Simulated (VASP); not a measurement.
# PbS (R3m) in VASP: notebook

The runs below take PbS through single point, with PBEsol, PBE, LDA.

Everything below comes from runs of VASP 6.6.1. Logs are shortened: lines on timing, memory, paths and dates and some standing lists are left out, and cuts for length are marked.

**1. The cell of the first run**

The typed cell holds 2 atoms: a = 4.285 Å, b = 4.285 Å, c = 4.285 Å, α = 60.63°, β = 60.63°, γ = 60.63°.

**2. Single point, PBEsol (strained)**

The input, INCAR:

```
ALGO = Normal ; EDIFF = 1E-6
ENCUT = 520 ; GGA = PS
ISIF = 2 ; ISMEAR = 0
LASPH = T ; LCHARG = F
LREAL = F ; LWAVE = F
NBANDS = 17 ; NELM = 100
PREC = Accurate ; SIGMA = 0.02
```

The input, KPOINTS:

```
k-points
0
Gamma
  9 9 9
```

The input, POSCAR:

```
PbS
1.0
    2.1627529148      1.2486659775      3.4819824424
   -2.1627529148      1.2486659775      3.4819824424
    0.0000000000     -2.4973319552      3.4819824424
Pb S
1 1
Direct
    0.9776688383      0.9776688383      0.9776688383
    0.4779324917      0.4779324917      0.4779324917
```

Potentials or basis: VASP PAW PBE potentials, release 64 (Pb_d, S).

Launch:

```
$ cat potpaw_PBE.64/Pb_d/POTCAR potpaw_PBE.64/S/POTCAR > POTCAR
$ mpirun -np 1 vasp_std > vasp.out
```

OUTCAR:

```text
EDIFF = 1E-6
   ENCUT = 520
   GGA = PS
   ISIF = 2
   ISMEAR = 0
   LASPH = T
   LREAL = F
   NELM = 100
   PREC = Accurate

 ion  position               nearest neighbor table
   1  0.978  0.978  0.978-   2 3.04   2 3.04   2 3.04   2 3.05   2 3.05   2 3.05
   2  0.478  0.478  0.478-   1 3.04   1 3.04   1 3.04   1 3.05   1 3.05   1 3.05

  LATTYP: Found a trigonal (rhomboedric) cell.
 ALAT       =     4.2849584156
 COS(alpha) =     0.4904924961

  Lattice vectors:

 A1 = (   2.1627529148,   1.2486659775,   3.4819824424)
 A2 = (  -2.1627529148,   1.2486659775,   3.4819824424)
 A3 = (   0.0000000000,  -2.4973319552,   3.4819824424)

Analysis of symmetry for initial positions (statically):
=====================================================================
 Subroutine PRICEL returns:
 Original cell was already a primitive cell.

 Routine SETGRP: Setting up the symmetry group for a
 trigonal (rhombohedral) supercell.

 Subroutine GETGRP returns: Found  6 space group operations
 (whereof  6 operations were pure point group operations)
 out of a pool of 12 trial point group operations.

The static configuration has the point symmetry C_3v.

Analysis of symmetry for dynamics (positions and initial velocities):
=====================================================================
 Subroutine PRICEL returns:
 Original cell was already a primitive cell.

 Routine SETGRP: Setting up the symmetry group for a
 trigonal (rhombohedral) supercell.

 Subroutine GETGRP returns: Found  6 space group operations
 (whereof  6 operations were pure point group operations)
 out of a pool of 12 trial point group operations.

The dynamic configuration has the point symmetry C_3v.

 Subroutine INISYM returns: Found  6 space group operations
 (whereof  6 operations are pure point group operations),
 and found     1 'primitive' translations

----------------------------------------------------------------------------------------

                                     Primitive cell

  volume of cell :      56.4197

  direct lattice vectors                    reciprocal lattice vectors
     2.162752915  1.248665977  3.481982442     0.231186834  0.133475781  0.095730906
    -2.162752915  1.248665977  3.481982442    -0.231186834  0.133475781  0.095730906
     0.000000000 -2.497331955  3.481982442     0.000000000 -0.266951562  0.095730906

  length of vectors
     4.284958416  4.284958416  4.284958416     0.283597502  0.283597502  0.283597502

  position of ions in fractional coordinates (direct lattice)
     0.977668838  0.977668838  0.977668838
     0.477932492  0.477932492  0.477932492

  ion indices of the primitive-cell ions
   primitive index   ion index
                 1           1
                 2           2

----------------------------------------------------------------------------------------

 KPOINTS: k-points

Automatic generation of k-mesh.
 Grid dimensions read from file:
 generate k-points for:    9    9    9

 Generating k-lattice:

  Cartesian coordinates                     Fractional coordinates (reciprocal lattice)
     0.025687426  0.014830642  0.010636767     0.111111111 -0.000000000 -0.000000000
    -0.025687426  0.014830642  0.010636767    -0.000000000  0.111111111 -0.000000000
     0.000000000 -0.029661285  0.010636767    -0.000000000 -0.000000000  0.111111111

  Length of vectors
     0.031510834  0.031510834  0.031510834

  Shift w.r.t. Gamma in fractional coordinates (k-lattice)
     0.000000000  0.000000000  0.000000000

 Subroutine IBZKPT returns following result:
 ===========================================

 Found     85 irreducible k-points:

 Following reciprocal coordinates:
            Coordinates               Weight
  0.000000  0.000000  0.000000      1.000000
  0.111111 -0.000000  0.000000      6.000000
  0.222222  0.000000 -0.000000      6.000000
  0.333333  0.000000 -0.000000      6.000000
  0.444444  0.000000 -0.000000      6.000000
  0.111111  0.111111  0.000000      6.000000
[... 16 lines left out ...]
 -0.333333  0.333333  0.000000      6.000000
  0.444444  0.444444 -0.000000      6.000000
 [... further k-points ...]
   k-points           NKPTS =     85   k-points in BZ     NKDIM =     85   number of bands    NBANDS=     17
   number of dos      NEDOS =    301   number of ions     NIONS =      2
   total plane-waves  NPLWV =  32768
   dimension x,y,z NGX =    32 NGY =   32 NGZ =   32
   dimension x,y,z NGXF=    64 NGYF=   64 NGZF=   64
   ions per type =               1   1
   NGX,Y,Z   is equivalent  to a cutoff of  12.42, 12.42, 12.42 a.u.
   NGXF,Y,Z  is equivalent  to a cutoff of  24.83, 24.83, 24.83 a.u.
 SYSTEM =  unknown system
   PREC   = accura    normal or accurate (medium, high low for compatibility)
   ISTART =      0    job   : 0-new  1-cont  2-samecut
   ICHARG =      2    charge: 1-file 2-atom 10-const
   ISPIN  =      1    spin polarized calculation?
   LNONCOLLINEAR =      F non collinear calculations
   LSORBIT =      F    spin-orbit coupling
   LASPH  =      T    aspherical Exc in radial PAW
   ENCUT  =  520.0 eV  38.22 Ry    6.18 a.u.   7.97  7.97  7.97*2*pi/ulx,y,z
   NELM   =    100;   NELMIN=  2; NELMDL= -5     # of ELM steps
   EDIFF  = 0.1E-05   stopping-criterion for ELM
   LREAL  =      F    real-space projection
   EDIFFG = 0.1E-04   stopping-criterion for IOM
   NSW    =      0    number of steps for IOM
   IBRION =     -1    ionic relax: 0-MD 1-quasi-New 2-CG
   NFREE  =      0    steps in history (QN), initial steepest desc. (CG)
   ISIF   =      2    stress and relaxation
   ISYM   =      2    0-nonsym 1-usesym 2-fastsym
   POTIM  = 0.5000    time-step for ionic-motion
   TEBEG  =    0.0;   TEEND  =   0.0 temperature during run
   PSTRESS=    0.0 pullay stress
   NELECT =      20.0000    total number of electrons
   NUPDOWN=      -1.0000    fix difference up-down
   EMIN   =  10.00;   EMAX   =-10.00  energy-range for DOS
   EFERMI =   0.00;   METHOD = LEGACY
   ISMEAR =     0;   SIGMA  =   0.02  broadening in eV -4-tet -1-fermi 0-gaus
   EFERMI_NEDOS =   21; number of points for ismear=-14 and -15
   IALGO  =     38    algorithm
   IMIX   =      4    mixing-type and parameters
     AMIX     =   0.40;   BMIX     =  1.00
     AMIX_MAG =   1.60;   BMIX_MAG =  1.00
  volume/ion in A,a.u.               =      28.21       190.37
  Fermi-wavevector in a.u.,A,eV,Ry     =   1.158620  2.189475 18.264477  1.342401
  Thomas-Fermi vector in A             =   2.295221
   LORBIT       =      0    0 simple, 1 ext, 2 COOP (PROOUT), +10 PAW based schemes
   GGA     = PS    functional components
   LHFCALC =     F    Hartree Fock is set to
   AEXX    =    0.0000 exact exchange contribution
   IVDW    =     0    specifies the selected vdW correction
   LEPSILON=     F    determine dielectric tensor
   LRPA    =     F    only Hartree local field effects (RPA)
 non-spin polarized calculation
 Gauss-broadening in eV      SIGMA  =   0.02
  energy-cutoff  :      520.00
  volume of cell :       56.42
 maximum number of plane-waves:      1535
   NGX = 15   NGY = 15   NGZ = 15

 number of electron      20.0000001 magnetization

 Free energy of the ion-electron system (eV)
  ---------------------------------------------------
  ext. energy  EPLUGINS =         0.00000000
  ---------------------------------------------------
  free energy    TOTEN  =        -9.37994686 eV

  energy without entropy =       -9.37994686  energy(sigma->0) =       -9.37994686

 E-fermi :   4.6372     XC(G=0):  -9.5265

 val. band max:        4.5055505072   @ k =   0.4444   0.0000  -0.0000
 cond. band min:       5.2578561330   @ k =   0.4444   0.4444   0.4444
 fundamental gap:      0.7523056258
 Fermi energy:         4.6371870209

 k-point     1 :       0.0000    0.0000    0.0000
  band No.  band energies     occupation
      1     -11.9365      2.00000
      2     -11.9353      2.00000
      3     -11.9353      2.00000
      4     -11.9193      2.00000
      5     -11.9193      2.00000
      6      -8.2291      2.00000
[... 9 lines left out ...]
     16      11.6505      0.00000
     17      13.3534      0.00000

 k-point     2 :       0.1111   -0.0000    0.0000
  band No.  band energies     occupation
      1     -11.9355      2.00000
      2     -11.9344      2.00000
      3     -11.9331      2.00000
      4     -11.9204      2.00000
      5     -11.9191      2.00000
      6      -8.1354      2.00000
[... 9 lines left out ...]
     16      11.9053      0.00000
     17      14.1307      0.00000

 k-point     3 :       0.2222    0.0000   -0.0000
  band No.  band energies     occupation
      1     -11.9368      2.00000
      2     -11.9358      2.00000
      3     -11.9307      2.00000
      4     -11.9171      2.00000
      5     -11.9136      2.00000
      6      -7.8718      2.00000
[... 9 lines left out ...]
     16      12.5748      0.00000
     17      15.6510      0.00000

 k-point     4 :       0.3333    0.0000   -0.0000
  band No.  band energies     occupation
      1     -11.9429      2.00000
      2     -11.9397      2.00000
      3     -11.9308      2.00000
      4     -11.9070      2.00000
      5     -11.9039      2.00000
      6      -7.5053      2.00000
[... 9 lines left out ...]
     16      13.5688      0.00000
     17      16.3783      0.00000
[... 343 lines left out ...]
      1     -11.9985      2.00000
      2     -11.9401      2.00000
      3     -11.9130      2.00000
      4     -11.8991      2.00000
      5     -11.8951      2.00000
      6      -6.8602      2.00000
[... 9 lines left out ...]
     16      15.4627      0.00000
     17      16.9175      0.00000

 k-point    23 :      -0.3333    0.3333    0.0000
  band No.  band energies     occupation
      1     -11.9825      2.00000
      2     -11.9269      2.00000
      3     -11.9206      2.00000
      4     -11.9081      2.00000
      5     -11.9010      2.00000
      6      -6.8854      2.00000
[... 9 lines left out ...]
     16      14.5948      0.00000
     17      16.2953      0.00000

 k-point    24 :       0.4444    0.4444   -0.0000
  band No.  band energies     occupation
      1     -12.0195      2.00000
      2     -11.9536      2.00000
      3     -11.9011      2.00000
      4     -11.8919      2.00000
      5     -11.8895      2.00000
      6      -6.8838      2.00000
[... 9 lines left out ...]
     16      16.3199      0.00000
     17      16.9717      0.00000

 [... further k-points ...]
[... 5 lines left out ...]
  --------------------------------------------------------------------------------------
  -------------------------------------------------------------------------------------
  Total       -1.6944977     -1.6944977     -1.4898174      0.0000000      0.0000000      0.0000000
  in kB      -48.1194388    -48.1194388    -42.3070379      0.0000000      0.0000000      0.0000000
  external PRESSURE =     -46.1819718 kB  Pullay stress =       0.0000000 kB

 VOLUME and BASIS-vectors are now :
 -----------------------------------------------------------------------------
  energy-cutoff  :      520.00
  volume of cell :       56.42
      direct lattice vectors                 reciprocal lattice vectors
     2.162752915  1.248665977  3.481982442     0.231186834  0.133475781  0.095730906
    -2.162752915  1.248665977  3.481982442    -0.231186834  0.133475781  0.095730906
     0.000000000 -2.497331955  3.481982442     0.000000000 -0.266951562  0.095730906

 POSITION                                       TOTAL-FORCE (eV/Angst)
 -----------------------------------------------------------------------------------
      0.00000     -0.00000     10.21268         0.000000      0.000000     -0.000708
      0.00000     -0.00000      4.99246         0.000000     -0.000000      0.000708
 -----------------------------------------------------------------------------------
    total drift:                               -0.000000     -0.000000      0.000167

  FREE ENERGIE OF THE ION-ELECTRON SYSTEM (eV)
  ---------------------------------------------------
  free  energy   TOTEN  =        -9.3799468643 eV

  energy  without entropy=       -9.3799468643  energy(sigma->0) =       -9.37994686
```

Wall time 46 s (1 thread of Intel Xeon Platinum 8375C at 2.90GHz (Ice Lake), shared host); peak memory 0.22 GiB.

What came out:

* Free energy: -9.3799 eV
* Pressure: -4.6 GPa

Caveat: the cell differs from its parent crystal (strained); this odd mesh misses L, where the gap lies, so gap, dielectric constants and Born charges aren't listed; the PAW data sets were made with another functional, which shifts forces and pressure a little; spin-orbit coupling is left out, which moves the levels of the heavy elements.

(Continued in part 2 of 3.)
